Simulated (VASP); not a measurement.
# In3GaSb2N2 (Pm) in VASP: a series of runs

Runs on In3GaSb2N2. Level: PBE. Tasks: single point, relaxation of cell and atoms.

Everything below comes from runs of VASP 6.6.1. Logs are shortened: lines on timing, memory, paths and dates and some standing lists are left out, and cuts for length are marked.

## Step 1: The cell of the first run

It takes space group Pm (No. 6, monoclinic). Conventional cell: a = 5.845 Å, b = 3.239 Å, c = 9.578 Å, α = 90.00°, β = 90.98°, γ = 90.00°. In (site symmetry m) has 3 N at 2.14 to 2.22 Å within 2.8 Å. In (site symmetry m) has 1 N at 2.28 Å and 2 Sb at 3.00 to 3.05 Å within 3.1 Å. In (site symmetry m) has 1 N at 2.21 Å and 2 Sb at 2.95 to 2.99 Å within 3.0 Å. Ga (site symmetry m) has 3 N at 1.96 to 1.97 Å within 2.6 Å. Sb (site symmetry m) has 5 In at 2.93 to 3.82 Å and 2 Sb at 3.24 Å and 1 N at 3.95 Å within 4.0 Å. Sb (site symmetry m) has 1 Ga at 2.83 Å and 2 In at 2.95 to 2.99 Å and 2 Sb at 3.24 Å and 1 N at 3.69 Å within 3.7 Å. Within 2.6 Å of N (site symmetry m) lie 1 Ga at 1.97 Å and 3 In at 2.14 to 2.21 Å. N (site symmetry m) has 2 Ga at 1.96 Å and 2 In at 2.22 to 2.28 Å within 2.6 Å.

## Step 2: Single point, PBE

INCAR

```
PREC = Accurate ; ENCUT = 520
EDIFF = 1E-6 ; ISMEAR = 0
SIGMA = 0.2 ; LREAL = False
LASPH = True ; NELM = 60
ALGO = Normal ; ISIF = 2
LWAVE = False ; LCHARG = True
GGA = PE ; LELF = True
LVHAR = True ; NBANDS = 46
```

KPOINTS

```
Automatic mesh
0
Gamma
  6 4 2
```

POSCAR

```
In3GaSb2N2
1.0
    0.0000000000     -3.2390905730      0.0000000000
   -5.8453426474      0.0000000000     -0.0157654187
    0.1896250792      0.0000000000     -9.5756683532
In Ga Sb N
3 1 2 2
Direct
    0.5000000000      0.4922822260      0.1356119386
    0.5000000000      0.0509840166      0.3581125866
    0.0000000000      0.5726526317      0.8005625385
    1.0000000000      0.9883924329      0.0355221100
    0.5000000000      0.5579088134      0.4392198208
    0.0000000000      0.0745429493      0.7461767574
    1.0000000000      0.6507766365      0.0274350596
    0.5000000000      0.1124602937      0.1241591885
```

Potentials or basis: VASP PAW PBE potentials, release 64 (In_d, Ga_d, Sb, N).

Run with:

```bash
$ cat potpaw_PBE.64/In_d/POTCAR potpaw_PBE.64/Ga_d/POTCAR potpaw_PBE.64/Sb/POTCAR potpaw_PBE.64/N/POTCAR > POTCAR
$ mpirun -np 1 vasp_std > vasp.out
```

OUTCAR:

```text
PREC = Accurate
   ENCUT = 520
   EDIFF = 1E-6
   ISMEAR = 0
   LREAL = False
   LASPH = True
   NELM = 60
   ISIF = 2
   GGA = PE

 ion  position               nearest neighbor table
   1  0.500  0.492  0.136-   7 2.14   7 2.14   8 2.22   5 2.93   2 3.37   4 3.47   4 3.47   3 3.63
                             3 3.63   2 3.87
   2  0.500  0.051  0.358-   8 2.28   5 3.00   5 3.05   1 3.37   1 3.87
   3  0.000  0.573  0.801-   7 2.21   6 2.95   6 2.99   4 3.28   1 3.63   1 3.63   5 3.82   5 3.82

   4  0.000  0.988  0.036-   8 1.96   8 1.96   7 1.97   6 2.83   3 3.28   1 3.47   1 3.47
   5  0.500  0.558  0.439-   1 2.93   2 3.00   2 3.05   3 3.82   3 3.82
   6  0.000  0.075  0.746-   4 2.83   3 2.95   3 2.99
   7  0.000  0.651  0.027-   4 1.97   1 2.14   1 2.14   3 2.21
   8  0.500  0.112  0.124-   4 1.96   4 1.96   1 2.22   2 2.28

  LATTYP: Found a simple monoclinic cell.
 ALAT       =     5.8453639077
 B/A-ratio  =     0.5541298410
 C/A-ratio  =     1.6384857939
 COS(beta)  =    -0.0171022977

  Lattice vectors:

 A1 = (  -5.8453426474,   0.0000000000,  -0.0157654187)
 A2 = (   0.0000000000,   3.2390905730,   0.0000000000)
 A3 = (   0.1896250792,   0.0000000000,  -9.5756683532)

Analysis of symmetry for initial positions (statically):
=====================================================================
 Subroutine PRICEL returns:
 Original cell was already a primitive cell.

 Routine SETGRP: Setting up the symmetry group for a
 simple monoclinic supercell.

 Subroutine GETGRP returns: Found  2 space group operations
 (whereof  2 operations were pure point group operations)
 out of a pool of  4 trial point group operations.

The static configuration has the point symmetry C_1h.

Analysis of symmetry for dynamics (positions and initial velocities):
=====================================================================
 Subroutine PRICEL returns:
 Original cell was already a primitive cell.

 Routine SETGRP: Setting up the symmetry group for a
 simple monoclinic supercell.

 Subroutine GETGRP returns: Found  2 space group operations
 (whereof  2 operations were pure point group operations)
 out of a pool of  4 trial point group operations.

The dynamic configuration has the point symmetry C_1h.

 Subroutine INISYM returns: Found  2 space group operations
 (whereof  2 operations are pure point group operations),
 and found     1 'primitive' translations

----------------------------------------------------------------------------------------

                                     Primitive cell

  volume of cell :     181.3115

  direct lattice vectors                    reciprocal lattice vectors
     0.000000000 -3.239090573  0.000000000     0.000000000 -0.308728632  0.000000000
    -5.845342647  0.000000000 -0.015765419    -0.171067233  0.000000000 -0.003387611
     0.189625079  0.000000000 -9.575668353     0.000281646  0.000000000 -0.104425775

  length of vectors
     3.239090573  5.845363908  9.577545723     0.308728632  0.171100772  0.104426155

  position of ions in fractional coordinates (direct lattice)
     0.500000000  0.492282226  0.135611939
     0.500000000  0.050984017  0.358112587
     0.000000000  0.572652632  0.800562539
     0.000000000  0.988392433  0.035522110
     0.500000000  0.557908813  0.439219821
     0.000000000  0.074542949  0.746176757
     0.000000000  0.650776636  0.027435060
     0.500000000  0.112460294  0.124159189

  ion indices of the primitive-cell ions
   primitive index   ion index
                 1           1
                 2           2
                 3           3
                 4           4
                 5           5
                 6           6
                 7           7
                 8           8

----------------------------------------------------------------------------------------

 KPOINTS: Automatic mesh

Automatic generation of k-mesh.
 Grid dimensions read from file:
 generate k-points for:    6    4    2

 Generating k-lattice:

  Cartesian coordinates                     Fractional coordinates (reciprocal lattice)
     0.000000000 -0.051454772  0.000000000     0.166666667  0.000000000  0.000000000
    -0.042766808  0.000000000 -0.000846903     0.000000000  0.250000000  0.000000000
     0.000140823  0.000000000 -0.052212888     0.000000000  0.000000000  0.500000000

  Length of vectors
     0.051454772  0.042775193  0.052213078

  Shift w.r.t. Gamma in fractional coordinates (k-lattice)
     0.000000000  0.000000000  0.000000000

 Subroutine IBZKPT returns following result:
 ===========================================

 Found     24 irreducible k-points:

 Following reciprocal coordinates:
            Coordinates               Weight
  0.000000  0.000000  0.000000      1.000000
  0.166667  0.000000  0.000000      2.000000
  0.333333  0.000000  0.000000      2.000000
  0.500000  0.000000  0.000000      1.000000
  0.000000  0.250000  0.000000      2.000000
  0.166667  0.250000  0.000000      4.000000
[... 16 lines left out ...]
  0.333333  0.500000  0.500000      2.000000
  0.500000  0.500000  0.500000      1.000000
   k-points           NKPTS =     24   k-points in BZ     NKDIM =     24   number of bands    NBANDS=     46
   number of dos      NEDOS =    301   number of ions     NIONS =      8
   total plane-waves  NPLWV =  82944
   dimension x,y,z NGX =    24 NGY =   48 NGZ =   72
   dimension x,y,z NGXF=    48 NGYF=   96 NGZF=  144
   ions per type =               3   1   2   2
   NGX,Y,Z   is equivalent  to a cutoff of  12.32, 13.65, 12.50 a.u.
   NGXF,Y,Z  is equivalent  to a cutoff of  24.64, 27.30, 25.00 a.u.
 SYSTEM =  unknown system
   PREC   = accura    normal or accurate (medium, high low for compatibility)
   ISTART =      0    job   : 0-new  1-cont  2-samecut
   ICHARG =      2    charge: 1-file 2-atom 10-const
   ISPIN  =      1    spin polarized calculation?
   LNONCOLLINEAR =      F non collinear calculations
   LSORBIT =      F    spin-orbit coupling
   LASPH  =      T    aspherical Exc in radial PAW
   ENCUT  =  520.0 eV  38.22 Ry    6.18 a.u.   6.02 10.87 17.81*2*pi/ulx,y,z
   NELM   =     60;   NELMIN=  2; NELMDL= -5     # of ELM steps
   EDIFF  = 0.1E-05   stopping-criterion for ELM
   LREAL  =      F    real-space projection
   EDIFFG = 0.1E-04   stopping-criterion for IOM
   NSW    =      0    number of steps for IOM
   IBRION =     -1    ionic relax: 0-MD 1-quasi-New 2-CG
   NFREE  =      0    steps in history (QN), initial steepest desc. (CG)
   ISIF   =      2    stress and relaxation
   ISYM   =      2    0-nonsym 1-usesym 2-fastsym
   POTIM  = 0.5000    time-step for ionic-motion
   TEBEG  =    0.0;   TEEND  =   0.0 temperature during run
   PSTRESS=    0.0 pullay stress
   NELECT =      72.0000    total number of electrons
   NUPDOWN=      -1.0000    fix difference up-down
   EMIN   =  10.00;   EMAX   =-10.00  energy-range for DOS
   EFERMI =   0.00;   METHOD = LEGACY
   ISMEAR =     0;   SIGMA  =   0.20  broadening in eV -4-tet -1-fermi 0-gaus
   EFERMI_NEDOS =   21; number of points for ismear=-14 and -15
   IALGO  =     38    algorithm
   IMIX   =      4    mixing-type and parameters
     AMIX     =   0.40;   BMIX     =  1.00
     AMIX_MAG =   1.60;   BMIX_MAG =  1.00
  volume/ion in A,a.u.               =      22.66       152.94
  Fermi-wavevector in a.u.,A,eV,Ry     =   1.203309  2.273925 19.700595  1.447953
  Thomas-Fermi vector in A             =   2.339066
   LORBIT       =      0    0 simple, 1 ext, 2 COOP (PROOUT), +10 PAW based schemes
   GGA     = PE    functional components
   LHFCALC =     F    Hartree Fock is set to
   AEXX    =    0.0000 exact exchange contribution
   IVDW    =     0    specifies the selected vdW correction
   LEPSILON=     F    determine dielectric tensor
   LRPA    =     F    only Hartree local field effects (RPA)
 non-spin polarized calculation
 Gauss-broadening in eV      SIGMA  =   0.20
  energy-cutoff  :      520.00
  volume of cell :      181.31
 maximum number of plane-waves:      4920
   NGX = 13   NGY = 21   NGZ = 35

 number of electron      71.9999986 magnetization

 Free energy of the ion-electron system (eV)
  ---------------------------------------------------
  ext. energy  EPLUGINS =         0.00000000
  ---------------------------------------------------
  free energy    TOTEN  =       -34.98299788 eV

  energy without entropy =      -34.94034994  energy(sigma->0) =      -34.96167391

 E-fermi :   5.9360     XC(G=0):  -9.8407

 val. band max:        5.8475048724   @ k =   0.5000   0.0000   0.0000
 cond. band min:       5.9549678650   @ k =   0.1667   0.2500   0.0000
 fundamental gap:      0.1074629926
 Fermi energy:         5.9360008520

 k-point     1 :       0.0000    0.0000    0.0000
  band No.  band energies     occupation
      1      -9.6546      2.00000
      2      -9.5220      2.00000
      3      -8.6366      2.00000
      4      -8.6323      2.00000
      5      -8.4028      2.00000
      6      -8.3510      2.00000
[... 38 lines left out ...]
     45      12.6369      0.00000
     46      12.8872      0.00000

 k-point     2 :       0.1667    0.0000    0.0000
  band No.  band energies     occupation
      1      -9.6056      2.00000
      2      -9.5161      2.00000
      3      -8.5562      2.00000
      4      -8.5500      2.00000
      5      -8.3664      2.00000
      6      -8.3609      2.00000
[... 38 lines left out ...]
     45      12.3996      0.00000
     46      12.6358      0.00000

 k-point     3 :       0.3333    0.0000    0.0000
  band No.  band energies     occupation
      1      -9.5996      2.00000
      2      -9.4741      2.00000
      3      -8.4384      2.00000
      4      -8.4354      2.00000
      5      -8.4230      2.00000
      6      -8.4125      2.00000
[... 38 lines left out ...]
     45      10.8917      0.00000
     46      11.1184      0.00000

 k-point     4 :       0.5000    0.0000    0.0000
  band No.  band energies     occupation
      1      -9.6264      2.00000
      2      -9.4490      2.00000
      3      -8.4747      2.00000
      4      -8.4721      2.00000
      5      -8.4038      2.00000
      6      -8.3895      2.00000
[... 920 lines left out ...]
     45      11.2073      0.00000
     46      11.4691      0.00000

 k-point    23 :       0.3333    0.5000    0.5000
  band No.  band energies     occupation
      1      -9.6011      2.00000
      2      -9.4386      2.00000
      3      -8.4397      2.00000
      4      -8.4381      2.00000
      5      -8.4024      2.00000
      6      -8.3957      2.00000
[... 38 lines left out ...]
     45      10.3962      0.00000
     46      10.7552      0.00000

 k-point    24 :       0.5000    0.5000    0.5000
  band No.  band energies     occupation
      1      -9.6245      2.00000
      2      -9.4240      2.00000
      3      -8.4767      2.00000
      4      -8.4753      2.00000
      5      -8.4051      2.00000
      6      -8.3910      2.00000
[... 38 lines left out ...]
     45      10.7804      0.00000
     46      10.8407      0.00000

------------------------ aborting loop because EDIFF is reached ----------------------------------------

  FORCE on cell =-STRESS in cart. coord.  units (eV):
  Direction    XX          YY          ZZ          XY          YZ          ZX
  --------------------------------------------------------------------------------------
  -------------------------------------------------------------------------------------
  Total        0.4412117     -0.9094182      0.1188898      0.0000000      0.0000000      0.0468093
  in kB        3.8988119     -8.0361652      1.0505813      0.0000000      0.0000000      0.4136347
  external PRESSURE =      -1.0289240 kB  Pullay stress =       0.0000000 kB

 VOLUME and BASIS-vectors are now :
 -----------------------------------------------------------------------------
  energy-cutoff  :      520.00
  volume of cell :      181.31
      direct lattice vectors                 reciprocal lattice vectors
     0.000000000 -3.239090573  0.000000000     0.000000000 -0.308728632  0.000000000
    -5.845342647  0.000000000 -0.015765419    -0.171067233  0.000000000 -0.003387611
     0.189625079  0.000000000 -9.575668353     0.000281646  0.000000000 -0.104425775

 POSITION                                       TOTAL-FORCE (eV/Angst)
 -----------------------------------------------------------------------------------
     -2.85184     -1.61955     -1.30634        -0.000081      0.000000      0.015940
     -0.23011     -1.61955     -3.42997         0.003832      0.000000     -0.020199
     -3.19554      0.00000     -7.67495         0.011901      0.000000      0.038667
     -5.77076      0.00000     -0.35573         0.012456      0.000000      0.007216
     -3.17788     -1.61955     -4.21462         0.015989      0.000000     -0.047984
     -0.29424      0.00000     -7.14632         0.008675      0.000000      0.004632
     -3.79881      0.00000     -0.27297        -0.039705      0.000000     -0.013335
     -0.63383     -1.61955     -1.19068        -0.013067      0.000000      0.015064
 -----------------------------------------------------------------------------------
    total drift:                                0.000390     -0.000000     -0.000135

  FREE ENERGIE OF THE ION-ELECTRON SYSTEM (eV)
  ---------------------------------------------------
  free  energy   TOTEN  =       -34.9829978840 eV

  energy  without entropy=      -34.9403499387  energy(sigma->0) =      -34.96167391
```

Run time: 2.9 min. Hardware: 1 thread of Intel Xeon Platinum 8488C (Sapphire Rapids), shared host; peak memory 0.39 GiB.

Results:

| Item | Value |
| --- | --- |
| Free energy | -34.9830 eV |
| Pressure | -0.1 GPa |
| Largest force | 0.051 eV/Å |
| Band gap on the k mesh | zero (bands 36 and 37 overlap by 2.19 eV) |

Forces on the atoms (eV/Å):
```
In   0.000  0.000  0.016
In   0.004  0.000 -0.020
In   0.012  0.000  0.039
Ga   0.012  0.000  0.007
Sb   0.016  0.000 -0.048
Sb   0.009  0.000  0.005
N   -0.040  0.000 -0.013
N   -0.013  0.000  0.015
```

Levels at points of the mesh, in eV from the Fermi level:
```csv
k point,band 32,band 33,band 34,band 35,band 36,band 37,band 38,band 39,band 40,band 41
"(0.00, 0.00, 0.00)",-2.15,-1.94,-1.32,-0.86,-0.75,1.78,3.64,3.72,3.84,3.99
"(0.50, 0.00, 0.00)",-3.12,-1.23,-1.15,-1.04,-0.88,-0.12,-0.09,0.72,0.91,3.33
"(0.00, 0.50, 0.00)",-1.93,-1.89,-1.03,1.30,1.52,1.93,2.07,3.24,3.42,3.73
"(0.50, 0.50, 0.00)",-2.55,-1.63,-1.55,-1.41,-1.39,0.25,0.31,2.30,2.69,3.72
"(0.00, 0.00, 0.50)",-2.15,-1.71,-0.75,-0.75,-0.53,1.34,2.41,3.30,3.92,4.45
"(0.50, 0.00, 0.50)",-3.16,-1.22,-1.15,-0.87,-0.72,-0.34,-0.14,0.46,0.48,3.48
"(0.00, 0.50, 0.50)",-1.19,-1.03,-0.90,1.08,1.47,1.68,1.89,2.75,2.85,4.32
"(0.50, 0.50, 0.50)",-2.46,-1.94,-1.89,-1.09,-0.86,-0.61,-0.46,2.94,3.17,3.75
```

Caveat: spin-orbit coupling is left out, which moves the levels of the heavy elements.

[end of part 1 of 2]

The gap in the log of VASP goes by the Fermi energy; the results here count the filled bands.